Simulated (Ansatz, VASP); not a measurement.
# Cr in VASP and in Ansatz

Contents of INCAR:

```
SYSTEM = Cr
PREC = Accurate ; ENCUT = 520
EDIFF = 1E-6 ; ISMEAR = -1
SIGMA = 0.1 ; LREAL = .False.
LASPH = .True. ; NELM = 80
ALGO = Normal ; ISIF = 2
LWAVE = .False. ; LCHARG = .False.
GGA = B5 ; ALDAX = 1.0
AGGAX = 1.0 ; AGGAC = 1.0
ALDAC = 0.0 ; NBANDS = 12
```

KPOINTS

```
regular mesh
0
Gamma
  25 25 25
  0 0 0
```

File POSCAR:

```
Cr
1.0
   -1.4202015527      1.4202015527      1.4202015527
    1.4202015527     -1.4202015527      1.4202015527
    1.4202015527      1.4202015527     -1.4202015527
Cr
1
Direct
    0.0000000000      0.0000000000      0.0000000000
```

Input for Ansatz:

```yaml
crystal:
  lattice:
    - [-1.4202015546, 1.4202015546, 1.4202015546]
    - [1.4202015546, -1.4202015546, 1.4202015546]
    - [1.4202015546, 1.4202015546, -1.4202015546]
  atoms:
    - { symbol: Cr, position: [0.0, 0.0, 0.0] }
hamiltonian:
  xc: blyp
  pseudopotentials:
    kind: paw
    azcp:
      Cr: "pseudopotentials/Cr.paw.azcp"
basis:
  ecutwfc: 420
  fft_grid_basis: typed
kpoints:
  mp_grid: { grid: [25, 25, 25], shift: [0, 0, 0] }
magnetization:
  spin_polarized: false
scf:
  occupations: { method: fermi_dirac, width: 0.1 }
output:
  stress: true
```

Alike in both runs: task single point; functional BLYP; k mesh 25 × 25 × 25; occupations fermi-dirac, width 0.1 eV; no spin polarisation.

|  | VASP | Ansatz |
| --- | --- | --- |
| version | VASP 6.6.1 | Ansatz 0.2.0 |
| potentials or method | VASP PAW PBE potentials, release 64 (Cr_pv), cutoff 520 eV | plane waves (420 eV) with PAW, scalar-relativistic |
| valence electrons in the cell | 12 | 14 |

```tsv
	VASP	Ansatz	Ansatz less VASP
pressure (GPa)	10.3	10.5	+0.17
```

VASP's potentials were made for PBE, not for BLYP. VASP's potentials hold 12 valence electrons a cell and Ansatz's 14, so a difference there can come from the potentials and not from the codes.
